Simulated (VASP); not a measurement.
# Sn15O16 (a cell with a defect) in VASP: single point with PBE+D3(BJ)

Aim: the single point of Sn15O16 (a cell with a defect) with PBE+D3(BJ).

Everything below comes from runs of VASP 6.6.1. Logs are shortened: lines on timing, memory, paths and dates and some standing lists are left out, and cuts for length are marked.

**1. The cell of the first run**

The cell holds a defect, 31 atoms: a = 9.029 Å, b = 9.029 Å, c = 9.029 Å, α = 106.13°, β = 106.13°, γ = 116.38°.

**2. Single point, PBE+D3(BJ) (atoms taken out, then relaxed in part)**

File INCAR:

```
ALGO     = Normal         # electronic algorithm
EDIFF    = 1E-6           # SCF threshold, eV
ENCUT    = 520            # plane-wave cutoff, eV
GGA      = PE             # functional
GGA_COMPAT= F            
ISIF     = 2              # what is computed and relaxed
ISMEAR   = 0              # smearing method
IVDW     = 12             # dispersion correction
KPAR     = 4            
LASPH    = T              # aspherical terms in the spheres
LCHARG   = F              # write CHGCAR
LREAL    = Auto         
LWAVE    = F              # write WAVECAR
NBANDS   = 174            # bands
NELM     = 120            # most SCF steps
PREC     = Accurate       # precision mode
SIGMA    = 0.1            # smearing width, eV
```

File KPOINTS:

```
Automatic mesh
0
Gamma
  4 4 4
  0.5 0.5 0.5
```

File POSCAR:

```
Sn15O16
1.0
    0.0000000000      7.6731101714      4.7594503434
    0.0000000000     -7.6731101714      4.7594503434
    7.6731101714      0.0000000000     -4.7594503434
Sn O
15 16
Direct
    0.2459975062      0.2417342840      0.2500000000
    0.7417342840      0.7459975062      0.2500000000
    0.9901507040      0.4901507040      0.2500000000
    0.2459975062      0.7459975062      0.7542632223
    0.4997733203      0.4997733203      0.7500000000
    0.9997733203      0.9997733203      0.7500000000
    0.7417342840      0.2417342840      0.7457367777
    0.7543888605     -0.0018838284     -0.0062726890
    0.4981161716      0.2543888605     -0.0062726890
    0.0169305430      0.7597454144      0.0071851287
    0.2597454144      0.5169305430      0.0071851287
    0.5025602857      0.7597454144      0.4928148713
    0.7543888605      0.5106615495      0.5062726890
    0.2597454144      0.0025602857      0.4928148713
    0.0106615495      0.2543888605      0.5062726890
    0.2296435310      0.7296435310     -0.0213669473
    0.0017843047      0.0025770408     -0.0053504676
    0.5025770408      0.5017843047     -0.0053504676
    0.7447110574      0.2447110574     -0.0012842392
   -0.0040047034      0.4959952966      0.5012842392
    0.2571347723      0.2579275084      0.5053504676
    0.7579275084      0.7571347723      0.5053504676
    0.5010104782      0.0010104782      0.5213669473
    0.5010104782      0.7296435310      0.2500000000
    0.2296435310      0.0010104782      0.2500000000
    0.7447110574      0.4959952966      0.2500000000
   -0.0040047034      0.2447110574      0.2500000000
    0.2571347723      0.5017843047      0.7492072638
    0.5025770408      0.2579275084      0.7507927362
    0.0017843047      0.7571347723      0.7492072638
    0.7579275084      0.0025770408      0.7507927362
```

Potentials or basis: VASP PAW PBE potentials, release 64 (Sn_d, O).

On the command line:

```sh
cat potpaw_PBE.64/Sn_d/POTCAR potpaw_PBE.64/O/POTCAR > POTCAR
mpirun -np 4 vasp_std > vasp.out
```

OUTCAR:

```text
EDIFF = 1E-6
   ENCUT = 520
   GGA = PE
   ISIF = 2
   ISMEAR = 0
   IVDW = 12
   LASPH = T
   LREAL = Auto
   NELM = 120
   PREC = Accurate
 IVDW          = 12

 ion  position               nearest neighbor table
   1  0.246  0.242  0.250-  25 2.11  17 2.24  21 2.24  27 2.27  10 3.49  14 3.49  15 3.56   8 3.56
                            13 3.66   9 3.66  11 3.73  12 3.73
   2  0.742  0.746  0.250-  24 2.11  18 2.24  22 2.24  26 2.27  11 3.49  12 3.49  13 3.56   9 3.56
                            15 3.66   8 3.66  10 3.73  14 3.73
   3  0.990  0.490  0.250-  20 2.24  19 2.24  26 2.24  27 2.24   8 3.57   9 3.57  13 3.57  15 3.57
                            12 3.68  14 3.68  10 3.68  11 3.68
   4  0.246  0.746  0.754-  16 2.11  28 2.24  30 2.24  20 2.27  10 3.49  11 3.49  13 3.56  15 3.56
                             8 3.66   9 3.66  14 3.73  12 3.73
   5  0.500  0.500  0.750-  28 2.20  18 2.20  21 2.20  29 2.20  15 3.53   9 3.53  13 3.59   8 3.59
                            11 3.61  14 3.61  10 3.73  12 3.73
   6  1.000  1.000  0.750-  30 2.20  17 2.20  22 2.20  31 2.20  13 3.53   8 3.53  15 3.59   9 3.59
                            10 3.61  12 3.61  11 3.73  14 3.73
   7  0.742  0.242  0.746-  23 2.11  29 2.24  31 2.24  19 2.27  12 3.49  14 3.49   8 3.56   9 3.56
                            13 3.66  15 3.66  11 3.73  10 3.73
   8  0.754  0.998  0.994-  31 2.21  17 2.21  19 2.26  27 2.26   6 3.53   7 3.56   1 3.56   3 3.57
                             5 3.59   4 3.66   2 3.66
   9  0.498  0.254  0.994-  29 2.21  18 2.21  19 2.26  26 2.26   5 3.53   7 3.56   2 3.56   3 3.57
[... 15 lines left out ...]
  18  0.503  0.502  0.995-   5 2.20   9 2.21   2 2.24  11 2.29
  19  0.745  0.245  0.999-   3 2.24   8 2.26   9 2.26   7 2.27
  20  0.996  0.496  0.501-   3 2.24  13 2.26  15 2.26   4 2.27
  21  0.257  0.258  0.505-   5 2.20  15 2.21   1 2.24  14 2.29
  22  0.758  0.757  0.505-   6 2.20  13 2.21   2 2.24  12 2.29
  23  0.501  0.001  0.521-   7 2.11  12 2.13  14 2.13
  24  0.501  0.730  0.250-   2 2.11  12 2.13  11 2.13
  25  0.230  0.001  0.250-   1 2.11  14 2.13  10 2.13
  26  0.745  0.496  0.250-   3 2.24   9 2.26  13 2.26   2 2.27
  27  0.996  0.245  0.250-   3 2.24   8 2.26  15 2.26   1 2.27
  28  0.257  0.502  0.749-   5 2.20  15 2.21   4 2.24  11 2.29
  29  0.503  0.258  0.751-   5 2.20   9 2.21   7 2.24  14 2.29
  30  0.002  0.757  0.749-   6 2.20  13 2.21   4 2.24  10 2.29
  31  0.758  0.003  0.751-   6 2.20   8 2.21   7 2.24  12 2.29

  LATTYP: Found a body centered tetragonal cell.
 ALAT       =    10.8514164700
 C/A-ratio  =     0.8772035165

  Lattice vectors:

 A1 = (   0.0000000000,   7.6731101714,   4.7594503434)
 A2 = (   0.0000000000,  -7.6731101714,   4.7594503434)
 A3 = (   7.6731101714,   0.0000000000,  -4.7594503434)

Analysis of symmetry for initial positions (statically):
=====================================================================
 Subroutine PRICEL returns:
 Original cell was already a primitive cell.

 Routine SETGRP: Setting up the symmetry group for a
 body centered tetragonal supercell.

 Subroutine GETGRP returns: Found  8 space group operations
 (whereof  1 operations were pure point group operations)
 out of a pool of 16 trial point group operations.

The static configuration has the point symmetry C_1 .
 The point group associated with its full space group is C_4v.

Analysis of symmetry for dynamics (positions and initial velocities):
=====================================================================
 Subroutine PRICEL returns:
 Original cell was already a primitive cell.

 Routine SETGRP: Setting up the symmetry group for a
 body centered tetragonal supercell.

 Subroutine GETGRP returns: Found  8 space group operations
 (whereof  1 operations were pure point group operations)
 out of a pool of 16 trial point group operations.

The dynamic configuration has the point symmetry C_1 .
 The point group associated with its full space group is C_4v.

 Subroutine INISYM returns: Found  8 space group operations
 (whereof  1 operations are pure point group operations),
 and found     1 'primitive' translations

----------------------------------------------------------------------------------------

                                     Primitive cell

  volume of cell :     560.4407

  direct lattice vectors                    reciprocal lattice vectors
     0.000000000  7.673110171  4.759450343     0.065162625  0.065162625  0.105054148
     0.000000000 -7.673110171  4.759450343     0.065162625 -0.065162625  0.105054148
     7.673110171  0.000000000 -4.759450343     0.130325250  0.000000000  0.000000000

  length of vectors
     9.029340357  9.029340357  9.029340357     0.139745159  0.139745159  0.130325250
[... 81 lines left out ...]
     0.032581312  0.000000000  0.000000000     0.000000000  0.000000000  0.250000000

  Length of vectors
     0.034936290  0.034936290  0.032581312

  Shift w.r.t. Gamma in fractional coordinates (k-lattice)
     0.500000000  0.500000000  0.500000000

 Subroutine IBZKPT returns following result:
 ===========================================

 Found     11 irreducible k-points:

 Following reciprocal coordinates:
            Coordinates               Weight
  0.125000  0.125000  0.125000      8.000000
  0.375000  0.125000  0.125000      8.000000
 -0.125000  0.125000  0.125000      4.000000
  0.375000  0.375000  0.125000      4.000000
 -0.375000  0.375000  0.125000      8.000000
 -0.125000  0.375000  0.125000      8.000000
 -0.375000 -0.375000  0.125000      8.000000
 -0.125000 -0.375000  0.125000      8.000000
 -0.125000 -0.125000  0.125000      2.000000
 -0.375000  0.375000  0.375000      4.000000
 -0.375000 -0.375000  0.375000      2.000000
   k-points           NKPTS =     11   k-points in BZ     NKDIM =     11   number of bands    NBANDS=    174
   number of dos      NEDOS =    301   number of ions     NIONS =     31
   total plane-waves  NPLWV = 343000
   dimension x,y,z NGX =    70 NGY =   70 NGZ =   70
   dimension x,y,z NGXF=   140 NGYF=  140 NGZF=  140
   ions per type =              15  16
   NGX,Y,Z   is equivalent  to a cutoff of  12.89, 12.89, 12.89 a.u.
   NGXF,Y,Z  is equivalent  to a cutoff of  25.78, 25.78, 25.78 a.u.
 SYSTEM =  unknown system
   PREC   = accura    normal or accurate (medium, high low for compatibility)
   ISTART =      0    job   : 0-new  1-cont  2-samecut
   ICHARG =      2    charge: 1-file 2-atom 10-const
   ISPIN  =      1    spin polarized calculation?
   LNONCOLLINEAR =      F non collinear calculations
   LSORBIT =      F    spin-orbit coupling
   LASPH  =      T    aspherical Exc in radial PAW
   ENCUT  =  520.0 eV  38.22 Ry    6.18 a.u.  16.79 16.79 16.79*2*pi/ulx,y,z
   NELM   =    120;   NELMIN=  2; NELMDL= -5     # of ELM steps
   EDIFF  = 0.1E-05   stopping-criterion for ELM
   LREAL  =      T    real-space projection
   EDIFFG = 0.1E-04   stopping-criterion for IOM
   NSW    =      0    number of steps for IOM
   IBRION =     -1    ionic relax: 0-MD 1-quasi-New 2-CG
   NFREE  =      0    steps in history (QN), initial steepest desc. (CG)
   ISIF   =      2    stress and relaxation
   ISYM   =      2    0-nonsym 1-usesym 2-fastsym
   POTIM  = 0.5000    time-step for ionic-motion
   TEBEG  =    0.0;   TEEND  =   0.0 temperature during run
   PSTRESS=    0.0 pullay stress
   NELECT =     306.0000    total number of electrons
   NUPDOWN=      -1.0000    fix difference up-down
   EMIN   =  10.00;   EMAX   =-10.00  energy-range for DOS
   EFERMI =   0.00;   METHOD = LEGACY
   ISMEAR =     0;   SIGMA  =   0.10  broadening in eV -4-tet -1-fermi 0-gaus
   EFERMI_NEDOS =   21; number of points for ismear=-14 and -15
   IALGO  =     38    algorithm
   IMIX   =      4    mixing-type and parameters
     AMIX     =   0.40;   BMIX     =  1.00
     AMIX_MAG =   1.60;   BMIX_MAG =  1.00
  volume/ion in A,a.u.               =      18.08       122.00
  Fermi-wavevector in a.u.,A,eV,Ry     =   1.338049  2.528546 24.359540  1.790376
  Thomas-Fermi vector in A             =   2.466550
   LORBIT       =      0    0 simple, 1 ext, 2 COOP (PROOUT), +10 PAW based schemes
   GGA     = PE    functional components
   LHFCALC =     F    Hartree Fock is set to
   AEXX    =    0.0000 exact exchange contribution
   IVDW    =    12    specifies the selected vdW correction
   LEPSILON=     F    determine dielectric tensor
   LRPA    =     F    only Hartree local field effects (RPA)
 non-spin polarized calculation
 Gauss-broadening in eV      SIGMA  =   0.10
  energy-cutoff  :      520.00
  volume of cell :      560.44
 maximum number of plane-waves:     15108
 NGX is ok and might be reduce to    70
   NGX = 33   NGY = 33   NGZ = 33

 number of electron     305.9999980 magnetization

 Free energy of the ion-electron system (eV)
  ---------------------------------------------------
  ext. energy  EPLUGINS =         0.00000000
  ---------------------------------------------------
  free energy    TOTEN  =      -176.00647444 eV

  energy without entropy =     -175.99063406  energy(sigma->0) =     -175.99855425

 E-fermi :   5.9219     XC(G=0):  -9.9465

 val. band max:        5.8917348205   @ k =   0.3750   0.1250   0.1250
 cond. band min:       6.0220476823   @ k =  -0.1250  -0.3750   0.1250
 fundamental gap:      0.1303128618
 Fermi energy:         5.9219400602

 k-point     1 :       0.1250    0.1250    0.1250
  band No.  band energies     occupation
      1     -15.5866      2.00000
      2     -15.5471      2.00000
      3     -15.5450      2.00000
      4     -15.5189      2.00000
      5     -15.5105      2.00000
      6     -15.4958      2.00000
[... 1837 lines left out ...]
    164       9.4654      0.00000
    165       9.4655      0.00000
 [bands above 165 left out]

------------------------ aborting loop because EDIFF is reached ----------------------------------------

 Edisp (eV)   -6.76226

 E8    (eV) :    -2.9150

  FORCE on cell =-STRESS in cart. coord.  units (eV):
  Direction    XX          YY          ZZ          XY          YZ          ZX
  --------------------------------------------------------------------------------------
  -------------------------------------------------------------------------------------
  Total      -2.77373    -2.77373    -1.57295     0.00000     0.00000     0.00000
  in kB      -7.92948    -7.92948    -4.49672     0.00000     0.00000     0.00000
  external pressure =       -6.79 kB  Pullay stress =        0.00 kB

 VOLUME and BASIS-vectors are now :
 -----------------------------------------------------------------------------
  energy-cutoff  :      520.00
  volume of cell :      560.44
      direct lattice vectors                 reciprocal lattice vectors
     0.000000000  7.673110171  4.759450343     0.065162625  0.065162625  0.105054148
     0.000000000 -7.673110171  4.759450343     0.065162625 -0.065162625  0.105054148
     7.673110171  0.000000000 -4.759450343     0.130325250  0.000000000  0.000000000

 POSITION                                       TOTAL-FORCE (eV/Angst)
 -----------------------------------------------------------------------------------
      1.91828      0.03271      1.13147         0.000000     -0.012903      0.090305
      1.91828     -0.03271      5.89092         0.000000      0.012903      0.090305
      1.91828      3.83656      5.85556         0.000000     -0.000000      0.087560
      5.78754     -3.83656      1.13147        -0.012903     -0.000000      0.090305
      5.75483      0.00000      1.18770         0.000000     -0.000000      0.095641
      5.75483      0.00000      5.94716        -0.000000     -0.000000      0.095641
[... 23 lines left out ...]
      5.74875     -5.79589      0.04622         0.002919      0.009681     -0.000820
      5.76092      5.79589      0.04622        -0.002919     -0.009681     -0.000820
 -----------------------------------------------------------------------------------
    total drift:                                0.000010     -0.000008      0.026505

  FREE ENERGIE OF THE ION-ELECTRON SYSTEM (eV)
  ---------------------------------------------------
  free  energy   TOTEN  =      -182.7687364681 eV

  energy  without entropy=     -182.7528960887  energy(sigma->0) =     -182.76081628
```

Run time: 16 min. Hardware: 4 MPI ranks of Intel Xeon Platinum 8375C at 2.90GHz (Ice Lake), shared host; peak memory 1.1 GiB.

Results:

```
Free energy                : -182.7687 eV
Pressure                   : -0.7 GPa
Largest force              : 0.096 eV/Å
Band gap on the k mesh     : zero (bands 153 and 154 overlap by 0.11 eV)
Dispersion energy per atom : -0.218 eV
```

Forces in eV/Å, atoms in the order of the input:
```
Sn   0.000 -0.013  0.090
Sn   0.000  0.013  0.090
Sn   0.000  0.000  0.088
Sn  -0.013  0.000  0.090
Sn   0.000  0.000  0.096
Sn   0.000  0.000  0.096
Sn   0.013  0.000  0.090
Sn  -0.005  0.005 -0.083
Sn  -0.005 -0.005 -0.083
Sn  -0.006 -0.006 -0.090
Sn  -0.006  0.006 -0.090
Sn   0.006  0.006 -0.090
Sn   0.005 -0.005 -0.083
Sn   0.006 -0.006 -0.090
Sn   0.005  0.005 -0.083
O   -0.004  0.000  0.024
O    0.010  0.003 -0.001
O    0.010 -0.003 -0.001
O    0.013  0.000 -0.010
O   -0.013  0.000 -0.010
O   -0.010  0.003 -0.001
O   -0.010 -0.003 -0.001
O    0.004  0.000  0.024
O    0.000  0.004  0.024
O    0.000 -0.004  0.024
O    0.000  0.013 -0.010
O    0.000 -0.013 -0.010
O    0.003 -0.010 -0.001
O   -0.003  0.010 -0.001
O    0.003  0.010 -0.001
O   -0.003 -0.010 -0.001
```

Caveat: the cell differs from its parent crystal (atoms taken out, then relaxed in part); spin-orbit coupling is left out, which moves the levels of the heavy elements.

The gap in the log of VASP goes by the Fermi energy; the results here count the filled bands.